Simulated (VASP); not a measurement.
# CdSe (Fm-3m) in VASP: settings compared, part 2 of 2

VASP 6.6.1. Earlier steps stand in the parts before.

## (3) Single point, PBE

Contents of INCAR:

```
SYSTEM = CdSe
PREC     = Accurate       ! precision mode
ENCUT    = 520            ! plane-wave cutoff, eV
EDIFF    = 1E-6           ! SCF threshold, eV
ISMEAR   = -1             ! smearing method
SIGMA    = 0.05           ! smearing width, eV
LREAL    = .FALSE.        ! projectors in reciprocal space
LASPH    = .TRUE.         ! aspherical terms in the spheres
NELM     = 80             ! most SCF steps
ALGO     = Normal         ! electronic algorithm
ISIF     = 2              ! what is computed and relaxed
LWAVE    = .FALSE.        ! write WAVECAR
LCHARG   = .TRUE.         ! write CHGCAR
GGA      = PE             ! functional
LELF     = .TRUE.         ! ELF
LVHAR    = .TRUE.       
NBANDS   = 16             ! bands
```

Contents of KPOINTS:

```
regular mesh
0
G
  11 11 11
  0 0 0
```

Contents of POSCAR:

```
CdSe
1.0
    0.0000000000      2.8739580000      2.8739580000
    2.8739580000      0.0000000000      2.8739580000
    2.8739580000      2.8739580000      0.0000000000
Cd Se
1 1
Direct
    0.0000000000      0.0000000000      0.0000000000
    0.5000000000      0.5000000000      0.5000000000
```

Potentials or basis: VASP PAW PBE potentials, release 64 (Cd, Se).

Started as:

```bash
> cat potpaw_PBE.64/Cd/POTCAR potpaw_PBE.64/Se/POTCAR > POTCAR
> mpirun -np 1 vasp_std > vasp.out
```

OUTCAR:

```text
SYSTEM = CdSe
   PREC = Accurate
   ENCUT = 520
   EDIFF = 1E-6
   ISMEAR = -1
   LREAL = .FALSE.
   LASPH = .TRUE.
   NELM = 80
   ISIF = 2
   GGA = PE

 ion  position               nearest neighbor table
   1  0.000  0.000  0.000-   2 2.87   2 2.87   2 2.87   2 2.87   2 2.87   2 2.87
   2  0.500  0.500  0.500-   1 2.87   1 2.87   1 2.87   1 2.87   1 2.87   1 2.87

  LATTYP: Found a face centered cubic cell.
 ALAT       =     5.7479160000

  Lattice vectors:

 A1 = (   0.0000000000,   2.8739580000,   2.8739580000)
 A2 = (   2.8739580000,   0.0000000000,   2.8739580000)
 A3 = (   2.8739580000,   2.8739580000,   0.0000000000)

Analysis of symmetry for initial positions (statically):
=====================================================================
 Subroutine PRICEL returns:
 Original cell was already a primitive cell.

 Routine SETGRP: Setting up the symmetry group for a
 face centered cubic supercell.

 Subroutine GETGRP returns: Found 48 space group operations
 (whereof 48 operations were pure point group operations)
 out of a pool of 48 trial point group operations.

The static configuration has the point symmetry O_h .

Analysis of symmetry for dynamics (positions and initial velocities):
=====================================================================
 Subroutine PRICEL returns:
 Original cell was already a primitive cell.

 Routine SETGRP: Setting up the symmetry group for a
 face centered cubic supercell.

 Subroutine GETGRP returns: Found 48 space group operations
 (whereof 48 operations were pure point group operations)
 out of a pool of 48 trial point group operations.

The dynamic configuration has the point symmetry O_h .

 Subroutine INISYM returns: Found 48 space group operations
 (whereof 48 operations are pure point group operations),
 and found     1 'primitive' translations

----------------------------------------------------------------------------------------
[... 110 lines left out ...]
   IALGO  =     38    algorithm
   IMIX   =      4    mixing-type and parameters
     AMIX     =   0.40;   BMIX     =  1.00
     AMIX_MAG =   1.60;   BMIX_MAG =  1.00
  volume/ion in A,a.u.               =      23.74       160.19
  Fermi-wavevector in a.u.,A,eV,Ry     =   1.184882  2.239103 19.101849  1.403946
  Thomas-Fermi vector in A             =   2.321088
   LORBIT       =      0    0 simple, 1 ext, 2 COOP (PROOUT), +10 PAW based schemes
   GGA     = PE    functional components
   LHFCALC =     F    Hartree Fock is set to
   AEXX    =    0.0000 exact exchange contribution
   IVDW    =     0    specifies the selected vdW correction
   LEPSILON=     F    determine dielectric tensor
   LRPA    =     F    only Hartree local field effects (RPA)
 non-spin polarized calculation
  energy-cutoff  :      520.00
  volume of cell :       47.48
 maximum number of plane-waves:      1303
   NGX = 15   NGY = 15   NGZ = 15

 number of electron      18.0000008 magnetization

 Free energy of the ion-electron system (eV)
  ---------------------------------------------------
  ext. energy  EPLUGINS =         0.00000000
  ---------------------------------------------------
  free energy    TOTEN  =        -5.20616470 eV

  energy without entropy =       -5.20229495  energy(sigma->0) =       -5.20422983

 E-fermi :   2.3128     XC(G=0): -10.0002

 val. band max:        2.2906912113   @ k =  -0.4545   0.4545   0.0000
 cond. band min:       2.3426564269   @ k =   0.0000   0.0000   0.0000
 fundamental gap:      0.0519652156
 Fermi energy:         2.3128465418

 k-point     1 :       0.0000    0.0000    0.0000
  band No.  band energies     occupation
      1     -10.6246      2.00000
      2      -5.6518      2.00000
      3      -5.6518      2.00000
      4      -5.6356      2.00000
      5      -5.6356      2.00000
      6      -5.6356      2.00000
[... 433 lines left out ...]
      3      -5.7487      2.00000
      4      -5.6589      2.00000
      5      -5.5756      2.00000
      6      -5.5193      2.00000
[... 8 lines left out ...]
     15      13.6331      0.00000
     16      14.4857      0.00000

 [... further k-points ...]

------------------------ aborting loop because EDIFF is reached ----------------------------------------

  FORCE on cell =-STRESS in cart. coord.  units (eV):
  Direction    XX          YY          ZZ          XY          YZ          ZX
  --------------------------------------------------------------------------------------
  -------------------------------------------------------------------------------------
  Total       -0.0019180     -0.0019180     -0.0019180      0.0000000      0.0000000      0.0000000
  in kB       -0.0647271     -0.0647271     -0.0647271      0.0000000      0.0000000      0.0000000
  external PRESSURE =      -0.0647271 kB  Pullay stress =       0.0000000 kB

 VOLUME and BASIS-vectors are now :
 -----------------------------------------------------------------------------
  energy-cutoff  :      520.00
  volume of cell :       47.48
      direct lattice vectors                 reciprocal lattice vectors
     0.000000000  2.873958000  2.873958000    -0.173976098  0.173976098  0.173976098
     2.873958000  0.000000000  2.873958000     0.173976098 -0.173976098  0.173976098
     2.873958000  2.873958000  0.000000000     0.173976098  0.173976098 -0.173976098

 POSITION                                       TOTAL-FORCE (eV/Angst)
 -----------------------------------------------------------------------------------
      0.00000      0.00000      0.00000         0.000000      0.000000     -0.000000
      2.87396      2.87396      2.87396         0.000000      0.000000      0.000000
 -----------------------------------------------------------------------------------
    total drift:                               -0.000000      0.000000      0.000000

  FREE ENERGIE OF THE ION-ELECTRON SYSTEM (eV)
  ---------------------------------------------------
  free  energy   TOTEN  =        -5.2061647049 eV

  energy  without entropy=       -5.2022949501  energy(sigma->0) =       -5.20422983
```

Run time: 63 s. Hardware: 1 thread of Intel Xeon 8259CL, shared host; peak memory 0.2 GiB.

Results:

- Free energy: -5.2062 eV
- Pressure: 0.0 GPa
- Band gap on the k mesh: zero (bands 9 and 10 overlap by 0.33 eV)

Levels at points of the mesh, in eV from the Fermi level:
```
           k point  band 5  band 6  band 7  band 8  band 9  band 10  band 11  band 12  band 13  band 14
(0.00, 0.00, 0.00)   -7.95   -7.95   -0.66   -0.66   -0.66     0.03     8.60     8.60     8.60     9.71
```

Caveat: semilocal functionals underestimate gaps, so a narrow gap can read as zero.

## (4) Single point, PBEsol, non-collinear spin, zero start, spin-orbit coupling

Contents of INCAR:

```
  ALGO = Normal
  EDIFF = 1E-6
  ENCUT = 520
  GGA = PS
  GGA_COMPAT = False
  ISIF = 2
  ISMEAR = -1
  LASPH = True
  LCHARG = False
  LNONCOLLINEAR = True
  LORBIT = 11
  LORBMOM = True
  LREAL = False
  LSORBIT = True
  LWAVE = False
  MAGMOM = 0 0 0 0 0 0
  NBANDS = 30
  NELM = 150
  PREC = Accurate
  SIGMA = 0.05
```

Contents of KPOINTS:

```
k-points
0
Gamma
  11 11 11
```

POSCAR is that of step 3.

Started as:

```bash
> cat potpaw_PBE.64/Cd/POTCAR potpaw_PBE.64/Se/POTCAR > POTCAR
> mpirun -np 1 vasp_ncl > vasp.out
```

Wall time 4 min (1 thread of Intel Xeon 8259CL, shared host); peak memory 0.34 GiB.

It converged, with:

```
Free energy                                           : -6.0112 eV
Pressure                                              : -3.5 GPa
Net moment                                            : 0.00 μB per cell
Valence electrons inside the program's atomic spheres : Cd 10.20; Se 3.80
```

Moments on the atoms (μB; x, y, z):
```
Cd  0.00 0.00 0.00
Se  0.00 0.00 0.00
```

Caveat: the cell stands under tension; the PAW data sets were made with another functional, which shifts forces and pressure a little.

## (5) Overview

| level | potentials or basis | spin | gap on the mesh (eV) | pressure (GPa) |
| --- | --- | --- | --- | --- |
| LDA | VASP PAW LDA potentials, release 64 (Cd, Se) | off | none | -5.6 |
| PBE | VASP PAW PBE potentials, release 64 (Cd, Se) | off | none | 0.0 |
| PBEsol | VASP PAW PBE potentials, release 64 (Cd, Se) | non-collinear, zero start, SOC | - | -3.5 |

Alike in all rows: task single point; cell as given; k mesh 11 × 11 × 11; cutoff (eV) 520; smearing fermi-dirac 0.05 eV.

Caveats: the cell stands under tension (at least some runs); semilocal functionals underestimate gaps, so a narrow gap can read as zero (at least some runs); the PAW data sets were made with another functional, which shifts forces and pressure a little (at least some runs).

Total energies depend on the potentials used, so only differences within one code and one set of settings carry meaning.
